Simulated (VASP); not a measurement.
# HC18N in VASP: a series of runs

HC18N is run at these levels: PBE; tasks: single point.

All numbers are computed with VASP 6.6.1; they aren't measurements. Logs are shortened: lines on timing, memory, paths and dates and some standing lists are left out, and cuts for length are marked.

## Step 1: The cell of the first run

The cell holds a slab with vacuum, 20 atoms: a = 7.398 Å, b = 7.398 Å, c = 12.000 Å, α = 90.00°, β = 90.00°, γ = 120.00°.

## Step 2: Single point, PBE

Input file INCAR:

```
PREC = Accurate ; ENCUT = 520
EDIFF = 1E-6 ; ISMEAR = -1
SIGMA = 0.05 ; LREAL = Auto
LASPH = T ; NELM = 80
ALGO = Normal ; ISIF = 2
LWAVE = F ; LCHARG = F
GGA = PE ; NBANDS = 55
```

Input file KPOINTS:

```
Automatic mesh
0
Gamma
  2 2 1
```

Input file POSCAR:

```
HC18N
1.0
    7.3980000000      0.0000000000      0.0000000000
   -3.6990000000      6.4068560000      0.0000000000
    0.0000000000      0.0000000000     12.0000000000
C N H
18 1 1
Direct
    0.0143830281     -0.0017008889      0.0808389550
    0.2373571541      0.1090594706      0.0761985526
    0.0156027447      0.3299035794      0.0751839226
    0.2358038162      0.4403342020      0.0752008366
    0.0133788707      0.6610987607      0.0761863241
    0.2364823028      0.7720245770      0.0804456138
    0.3495392563     -0.0018642837      0.0804454309
    0.5673367466      0.1094820733      0.0836670171
    0.3474128498      0.3289305006      0.0756801561
    0.5707688599      0.4402386294      0.0751398052
    0.3429235216      0.6606647218      0.0836290829
    0.5664334821      0.7665496297      0.1091733431
    0.6849402346      0.0035855971      0.1092084322
    0.9089145027      0.1101552112      0.0837398744
    0.6805420924      0.3298150310      0.0752203813
    0.9035618789      0.4412236860      0.0756926267
    0.6838391964      0.6599896635      0.0836754037
    0.9011617736      0.7718544607      0.0808198166
    0.6325696213      0.8849818499      0.2161902138
    0.5045117673      0.8849499287      0.2494969113
```

Potentials or basis: VASP PAW PBE potentials, release 64 (C, N, H).

The run is started by

```bash
> cat potpaw_PBE.64/C/POTCAR potpaw_PBE.64/N/POTCAR potpaw_PBE.64/H/POTCAR > POTCAR
> mpirun -np 1 vasp_std > vasp.out
```

OUTCAR:

```text
PREC = Accurate
   ENCUT = 520
   EDIFF = 1E-6
   ISMEAR = -1
   LREAL = Auto
   LASPH = T
   NELM = 80
   ISIF = 2
   GGA = PE

 ion  position               nearest neighbor table
   1  0.014  0.998  0.081-  14 1.39   2 1.43  18 1.45
   2  0.237  0.109  0.076-   9 1.41   1 1.43   7 1.43
   3  0.016  0.330  0.075-   4 1.41  14 1.41  16 1.43
   4  0.236  0.440  0.075-   3 1.41  11 1.42   9 1.43
   5  0.013  0.661  0.076-  16 1.41  18 1.43   6 1.43
   6  0.236  0.772  0.080-  11 1.40   5 1.43   7 1.45
   7  0.350  0.998  0.080-   8 1.40   2 1.43   6 1.45
   8  0.567  0.109  0.084-   7 1.40  15 1.42  13 1.47
   9  0.347  0.329  0.076-   2 1.41   4 1.43  10 1.43
  10  0.571  0.440  0.075-  15 1.41  17 1.41   9 1.43
  11  0.343  0.661  0.084-   6 1.40   4 1.42  12 1.47
  12  0.566  0.767  0.109-  11 1.47  17 1.47  19 1.49  13 1.52
  13  0.685  0.004  0.109-   8 1.47  14 1.47  19 1.49  12 1.52
  14  0.909  0.110  0.084-   1 1.39   3 1.41  13 1.47
  15  0.681  0.330  0.075-  10 1.41   8 1.42  16 1.43
  16  0.904  0.441  0.076-   5 1.41  15 1.43   3 1.43
  17  0.684  0.660  0.084-  18 1.39  10 1.41  12 1.47
  18  0.901  0.772  0.081-  17 1.39   5 1.43   1 1.45
  19  0.633  0.885  0.216-  20 1.03  12 1.49  13 1.49
  20  0.505  0.885  0.249-  19 1.03

  LATTYP: Found a hexagonal cell.
 ALAT       =     7.3980000000
 C/A-ratio  =     1.6220600162

  Lattice vectors:

 A1 = (   7.3980000000,   0.0000000000,   0.0000000000)
 A2 = (  -3.6990000000,   6.4068560000,   0.0000000000)
 A3 = (   0.0000000000,   0.0000000000,  12.0000000000)

Analysis of symmetry for initial positions (statically):
=====================================================================
 Subroutine PRICEL returns:
 Original cell was already a primitive cell.

 Routine SETGRP: Setting up the symmetry group for a
 hexagonal supercell.

 Subroutine GETGRP returns: Found  1 space group operations
 (whereof  1 operations were pure point group operations)
 out of a pool of 24 trial point group operations.

The static configuration has the point symmetry C_1 .

Analysis of symmetry for dynamics (positions and initial velocities):
=====================================================================
 Subroutine PRICEL returns:
 Original cell was already a primitive cell.

 Routine SETGRP: Setting up the symmetry group for a
 hexagonal supercell.

 Subroutine GETGRP returns: Found  1 space group operations
 (whereof  1 operations were pure point group operations)
 out of a pool of 24 trial point group operations.

The dynamic configuration has the point symmetry C_1 .

 Subroutine INISYM returns: Found  1 space group operations
 (whereof  1 operations are pure point group operations),
 and found     1 'primitive' translations

----------------------------------------------------------------------------------------

                                     Primitive cell

  volume of cell :     568.7750

  direct lattice vectors                    reciprocal lattice vectors
     7.398000000  0.000000000  0.000000000     0.135171668  0.078041398  0.000000000
    -3.699000000  6.406856000  0.000000000     0.000000000  0.156082796  0.000000000
     0.000000000  0.000000000 12.000000000     0.000000000  0.000000000  0.083333333

  length of vectors
     7.398000000  7.398000054 12.000000000     0.156082797  0.156082796  0.083333333

  position of ions in fractional coordinates (direct lattice)
     0.014383028  0.998299111  0.080838955
     0.237357154  0.109059471  0.076198553
     0.015602745  0.329903579  0.075183923
     0.235803816  0.440334202  0.075200837
     0.013378871  0.661098761  0.076186324
     0.236482303  0.772024577  0.080445614
[... 12 lines left out ...]
     0.632569621  0.884981850  0.216190214
     0.504511767  0.884949929  0.249496911

  ion indices of the primitive-cell ions
   primitive index   ion index
                 1           1
                 2           2
                 3           3
                 4           4
                 5           5
                 6           6
[... 12 lines left out ...]
                19          19
                20          20

----------------------------------------------------------------------------------------

 KPOINTS: Automatic mesh

Automatic generation of k-mesh.
 Grid dimensions read from file:
 generate k-points for:    2    2    1

 Generating k-lattice:

  Cartesian coordinates                     Fractional coordinates (reciprocal lattice)
     0.067585834  0.039020699  0.000000000     0.500000000  0.000000000  0.000000000
     0.000000000  0.078041398  0.000000000     0.000000000  0.500000000  0.000000000
     0.000000000  0.000000000  0.083333333     0.000000000  0.000000000  1.000000000

  Length of vectors
     0.078041399  0.078041398  0.083333333

  Shift w.r.t. Gamma in fractional coordinates (k-lattice)
     0.000000000  0.000000000  0.000000000

 Subroutine IBZKPT returns following result:
[... 38 lines left out ...]
   PSTRESS=    0.0 pullay stress
   NELECT =      78.0000    total number of electrons
   NUPDOWN=      -1.0000    fix difference up-down
   EMIN   =  10.00;   EMAX   =-10.00  energy-range for DOS
   EFERMI =   0.00;   METHOD = LEGACY
   ISMEAR =    -1;   SIGMA  =   0.05  broadening in eV -4-tet -1-fermi 0-gaus
   EFERMI_NEDOS =   21; number of points for ismear=-14 and -15
   IALGO  =     38    algorithm
   IMIX   =      4    mixing-type and parameters
     AMIX     =   0.40;   BMIX     =  1.00
     AMIX_MAG =   1.60;   BMIX_MAG =  1.00
  volume/ion in A,a.u.               =      28.44       191.91
  Fermi-wavevector in a.u.,A,eV,Ry     =   0.844228  1.595359  9.697146  0.712720
  Thomas-Fermi vector in A             =   1.959222
   LORBIT       =      0    0 simple, 1 ext, 2 COOP (PROOUT), +10 PAW based schemes
   GGA     = PE    functional components
   LHFCALC =     F    Hartree Fock is set to
   AEXX    =    0.0000 exact exchange contribution
   IVDW    =     0    specifies the selected vdW correction
   LEPSILON=     F    determine dielectric tensor
   LRPA    =     F    only Hartree local field effects (RPA)
 non-spin polarized calculation
  energy-cutoff  :      520.00
  volume of cell :      568.78
 maximum number of plane-waves:     15363
 NGX is ok and might be reduce to    56
   NGX = 27   NGY = 27   NGZ = 45

 number of electron      77.9999997 magnetization

 Free energy of the ion-electron system (eV)
  ---------------------------------------------------
  ext. energy  EPLUGINS =         0.00000000
  ---------------------------------------------------
  free energy    TOTEN  =      -175.15430948 eV

  energy without entropy =     -175.13524431  energy(sigma->0) =     -175.14477689

 E-fermi :  -1.6025     XC(G=0):  -3.8281

 val. band max:       -1.6986912161   @ k =   0.0000   0.0000   0.0000
 cond. band min:      -1.5062108886   @ k =   0.0000   0.0000   0.0000
 fundamental gap:      0.1924803275
 Fermi energy:        -1.6024520605

 k-point     1 :       0.0000    0.0000    0.0000
  band No.  band energies     occupation
      1     -22.6604      2.00000
      2     -20.6341      2.00000
      3     -18.7093      2.00000
      4     -18.6817      2.00000
      5     -18.6345      2.00000
      6     -18.5663      2.00000
[... 43 lines left out ...]
     50       4.3150      0.00000
     51       4.3648      0.00000

 k-point     2 :       0.5000    0.0000    0.0000
  band No.  band energies     occupation
      1     -22.6154      2.00000
      2     -20.5228      2.00000
      3     -19.9630      2.00000
      4     -19.2258      2.00000
      5     -18.3985      2.00000
      6     -16.8022      2.00000
[... 43 lines left out ...]
     50       4.0704      0.00000
     51       4.2300      0.00000

 k-point     3 :       0.0000    0.5000    0.0000
  band No.  band energies     occupation
      1     -22.6134      2.00000
      2     -20.5663      2.00000
      3     -19.8833      2.00000
      4     -19.3063      2.00000
      5     -18.2887      2.00000
      6     -16.8948      2.00000
[... 43 lines left out ...]
     50       4.2280      0.00000
     51       4.4898      0.00000

 k-point     4 :       0.5000    0.5000    0.0000
  band No.  band energies     occupation
      1     -22.6154      2.00000
      2     -20.5229      2.00000
      3     -19.9629      2.00000
      4     -19.2258      2.00000
      5     -18.3986      2.00000
      6     -16.8022      2.00000
[... 43 lines left out ...]
     50       4.0705      0.00000
     51       4.2300      0.00000
 [bands above 51 left out]

------------------------ aborting loop because EDIFF is reached ----------------------------------------

  FORCE on cell =-STRESS in cart. coord.  units (eV):
  Direction    XX          YY          ZZ          XY          YZ          ZX
  --------------------------------------------------------------------------------------
  -------------------------------------------------------------------------------------
  Total        4.0427544      5.9158770      0.0109048      0.0002114      0.0071609     -0.0107175
  in kB       11.3879987     16.6643808      0.0307177      0.0005956      0.0201715     -0.0301899
  external PRESSURE =       9.3610324 kB  Pullay stress =       0.0000000 kB

 VOLUME and BASIS-vectors are now :
 -----------------------------------------------------------------------------
  energy-cutoff  :      520.00
  volume of cell :      568.78
      direct lattice vectors                 reciprocal lattice vectors
     7.398000000  0.000000000  0.000000000     0.135171668  0.078041398  0.000000000
    -3.699000000  6.406856000  0.000000000     0.000000000  0.156082796  0.000000000
     0.000000000  0.000000000 12.000000000     0.000000000  0.000000000  0.083333333

 POSITION                                       TOTAL-FORCE (eV/Angst)
 -----------------------------------------------------------------------------------
     -3.58630      6.39596      0.97007         0.004035     -0.006336      0.006614
      1.35256      0.69873      0.91438         0.003836     -0.005264     -0.002716
     -1.10488      2.11364      0.90221         0.001017      0.008713     -0.006457
      0.11568      2.82116      0.90241        -0.003183     -0.003454     -0.003217
     -2.34643      4.23556      0.91424         0.002335      0.002991     -0.002842
     -1.10622      4.94625      0.96535        -0.005191      0.001132      0.000814
[... 12 lines left out ...]
      1.40620      5.66995      2.59428        -0.014178      0.003656      0.088380
      0.45895      5.66975      2.99396         0.002668      0.001194      0.019897
 -----------------------------------------------------------------------------------
    total drift:                                0.000022     -0.018750     -0.027563

  FREE ENERGIE OF THE ION-ELECTRON SYSTEM (eV)
  ---------------------------------------------------
  free  energy   TOTEN  =      -175.1543094804 eV

  energy  without entropy=     -175.1352443088  energy(sigma->0) =     -175.14477689
```

Run time: 2.5 min. Hardware: 1 thread of Intel Xeon 6975P-C (Granite Rapids), shared host; peak memory 0.58 GiB.

Results:

| Item | Value |
| --- | --- |
| Free energy | -175.1543 eV |
| Largest force | 0.090 eV/Å |
| Band gap on the k mesh | 0.19 eV |

Forces in eV/Å, atoms in the order of the input:
```
C    0.004 -0.006  0.007
C    0.004 -0.005 -0.003
C    0.001  0.009 -0.006
C   -0.003 -0.003 -0.003
C    0.002  0.003 -0.003
C   -0.005  0.001  0.001
C   -0.007 -0.005  0.003
C    0.018 -0.005 -0.001
C   -0.010  0.008 -0.004
C   -0.003 -0.004 -0.002
C    0.009  0.003  0.001
C    0.006 -0.041 -0.045
C    0.007  0.038 -0.042
C   -0.005 -0.005 -0.005
C    0.005  0.000 -0.005
C    0.003 -0.008 -0.001
C   -0.015  0.010 -0.003
C    0.000  0.008  0.003
N   -0.014  0.004  0.088
H    0.003  0.001  0.020
```

Levels at points of the mesh, in eV from the valence-band top:
| k point | band 37 | band 38 | band 39 | band 40 | band 41 | band 42 |
| --- | --- | --- | --- | --- | --- | --- |
| (0.00, 0.00, 0.00) | -2.70 | -0.86 | 0.00 | 0.19 | 1.30 | 3.24 |
| (0.50, 0.00, 0.00) | -2.35 | -2.15 | -1.43 | 1.48 | 2.09 | 2.57 |
| (0.00, 0.50, 0.00) | -2.42 | -2.14 | -0.88 | 0.71 | 2.11 | 2.57 |
| (0.50, 0.50, 0.00) | -2.35 | -2.15 | -1.43 | 1.48 | 2.09 | 2.57 |

Caveat: the k points lie up to 0.49 Å⁻¹ apart.

## Step 3: Single point, PBE

Input file INCAR:

```
SYSTEM = HC18N
  PREC = Accurate
  ENCUT = 520
  EDIFF = 1E-6
  ISMEAR = -1
  SIGMA = 0.05
  LREAL = Auto
  LASPH = .TRUE.
  NELM = 100
  ALGO = Normal
  ISIF = 2
  LWAVE = .FALSE.
  LCHARG = .FALSE.
  GGA = PE
  NBANDS = 55
```

Input file KPOINTS:

```
regular mesh
0
G
  2 2 1
  0 0 0
```

Input file POSCAR:

```
HC18N
1.0
    7.3980000000      0.0000000000      0.0000000000
   -3.6990000000      6.4068560000      0.0000000000
    0.0000000000      0.0000000000     12.0000000000
C N H
18 1 1
Direct
    0.0094631633      0.0201025133      0.0859004375
    0.2292539259      0.1268302444      0.0774932278
    0.0083699725      0.3485442523      0.0785001852
    0.2282697312      0.4586354627      0.0780008971
    0.0088308774      0.6785142869      0.0858797409
    0.2291625280      0.7917539864      0.0775187054
    0.3405415503      0.0147753165      0.0780228259
    0.5604377915      0.1245802772      0.0785311113
    0.3396557068      0.3470005992      0.0775162727
    0.5599803694      0.4540981661      0.0859082624
    0.3395561339      0.6819781837      0.0774771226
    0.5593360325      0.7950422898      0.0859151744
    0.6712025877      0.0123746132      0.0831106624
    0.8976091979      0.1255778445      0.0830995266
    0.6713380935      0.3476506241      0.0827470079
    0.8974703484      0.4607126168      0.0827194316
    0.6659540462      0.6776662847      0.1112953363
    0.9028771869      0.7961279745      0.1113227340
    0.7844367999      0.7438431801      0.2182989374
    0.7843523968      0.6157512036      0.2515756705
```

Potentials or basis: VASP PAW PBE potentials, release 64 (C, N, H).

The run is started by

```bash
> cat potpaw_PBE.64/C/POTCAR potpaw_PBE.64/N/POTCAR potpaw_PBE.64/H/POTCAR > POTCAR
> mpirun -np 1 vasp_std > vasp.out
```

Wall time 2.6 min (1 thread of Intel Xeon 6975P-C (Granite Rapids), shared host); peak memory 0.59 GiB.

Results (log left out):

```
Free energy            : -175.1534 eV
Largest force          : 0.103 eV/Å
Band gap on the k mesh : 0.19 eV
```

Forces in eV/Å, atoms in the order of the input:
```
C    0.005 -0.008 -0.006
C   -0.012 -0.009 -0.007
C    0.003  0.000  0.003
C   -0.001 -0.008 -0.003
C   -0.016  0.008 -0.007
C   -0.008  0.000 -0.001
C    0.014 -0.006  0.000
C   -0.004  0.001  0.000
C    0.004  0.010 -0.002
C    0.007  0.012 -0.007
C    0.010  0.007 -0.010
C    0.009 -0.006 -0.005
C    0.002 -0.004 -0.002
C   -0.001 -0.002 -0.003
C    0.000  0.011 -0.004
C   -0.012 -0.001 -0.001
C   -0.054 -0.026 -0.031
C    0.053  0.032 -0.040
N    0.003 -0.013  0.102
H    0.000  0.002  0.023
```

Levels at points of the mesh, in eV from the valence-band top:
```
           k point  band 36  band 37  band 38  band 39  band 40  band 41  band 42  band 43
(0.00, 0.00, 0.00)    -3.02    -2.70    -0.86     0.00     0.19     1.30     3.24     3.42
(0.50, 0.00, 0.00)    -2.57    -2.42    -2.14    -0.88     0.71     2.12     2.57     2.89
(0.00, 0.50, 0.00)    -2.54    -2.35    -2.15    -1.43     1.48     2.09     2.57     2.60
(0.50, 0.50, 0.00)    -2.54    -2.35    -2.15    -1.43     1.48     2.09     2.57     2.60
```

Caveat: the k points lie up to 0.49 Å⁻¹ apart.

## Step 4: Single point, PBE

Input file INCAR:

```
PREC = Accurate
ENCUT = 520
EDIFF = 1E-7
ISMEAR = -1
SIGMA = 0.05
LREAL = Auto
LASPH = True
NELM = 60
ALGO = Normal
ISIF = 2
LWAVE = False
LCHARG = True
GGA = PE
LELF = True
LVHAR = True
NBANDS = 55
```

Input file KPOINTS:

```
Automatic mesh
0
Gamma
  2 2 1
```

Input file POSCAR:

```
HC18N
1.0
    7.3980000000      0.0000000000      0.0000000000
   -3.6990000000      6.4068560000      0.0000000000
    0.0000000000      0.0000000000     12.0000000000
C N H
18 1 1
Direct
    0.0143830244     -0.0017008342      0.0808389167
    0.2373570958      0.1090594201      0.0761985833
    0.0156027978      0.3299036220      0.0751839167
    0.2358037733      0.4403342295      0.0752008333
    0.0133789631      0.6610988291      0.0761863333
    0.2364822575      0.7720245312      0.0804455833
    0.3495392171     -0.0018642529      0.0804454167
    0.5673367477      0.1094820923      0.0836670000
    0.3474127763      0.3289304458      0.0756801667
    0.5707688533      0.4402387068      0.0751398333
    0.3429234871      0.6606647629      0.0836290833
    0.5664334990      0.7665496150      0.1091733333
    0.6849402393      0.0035855340      0.1092084167
    0.9089144865      0.1101552774      0.0837398333
    0.6805421145      0.3298149670      0.0752204167
    0.9035618591      0.4412237453      0.0756926667
    0.6838392698      0.6599897048      0.0836754167
    0.9011617233      0.7718544010      0.0808198333
    0.6325695734      0.8849818070      0.2161902500
    0.5045117497      0.8849499661      0.2494969167
```

The run is started by

```bash
> cat potpaw_PBE.64/C/POTCAR potpaw_PBE.64/N/POTCAR potpaw_PBE.64/H/POTCAR > POTCAR
> mpirun -np 1 vasp_std > vasp.out
```

It took 3.1 min on 1 thread of Intel Xeon 6975P-C (Granite Rapids), shared host; peak memory 0.6 GiB.

The run converged. Its results:

```yaml
Free_energy: -175.1543 eV
Largest_force: 0.090 eV/Å
Band_gap_on_the_k_mesh: 0.19 eV
```

Forces in eV/Å, atoms in the order of the input:
```
C    0.004 -0.006  0.007
C    0.004 -0.005 -0.003
C    0.001  0.009 -0.006
C   -0.003 -0.003 -0.003
C    0.002  0.003 -0.003
C   -0.005  0.001  0.001
C   -0.007 -0.005  0.003
C    0.018 -0.005 -0.001
C   -0.010  0.008 -0.004
C   -0.003 -0.004 -0.002
C    0.009  0.003  0.001
C    0.006 -0.041 -0.045
C    0.007  0.038 -0.042
C   -0.005 -0.005 -0.005
C    0.005  0.000 -0.005
C    0.003 -0.008 -0.001
C   -0.015  0.010 -0.003
C    0.000  0.008  0.003
N   -0.014  0.004  0.088
H    0.003  0.001  0.020
```

Levels at points of the mesh, in eV from the valence-band top:
```
           k point  band 35  band 36  band 37  band 38  band 39  band 40  band 41  band 42  band 43  band 44
(0.00, 0.00, 0.00)    -3.11    -3.02    -2.70    -0.86     0.00     0.19     1.30     3.24     3.42     4.41
(0.50, 0.00, 0.00)    -2.71    -2.53    -2.35    -2.15    -1.43     1.48     2.09     2.57     2.60     3.85
(0.00, 0.50, 0.00)    -2.65    -2.56    -2.42    -2.14    -0.88     0.71     2.11     2.57     2.88     3.69
(0.50, 0.50, 0.00)    -2.71    -2.53    -2.35    -2.15    -1.43     1.48     2.09     2.57     2.60     3.85
```

Caveat: the k points lie up to 0.49 Å⁻¹ apart.
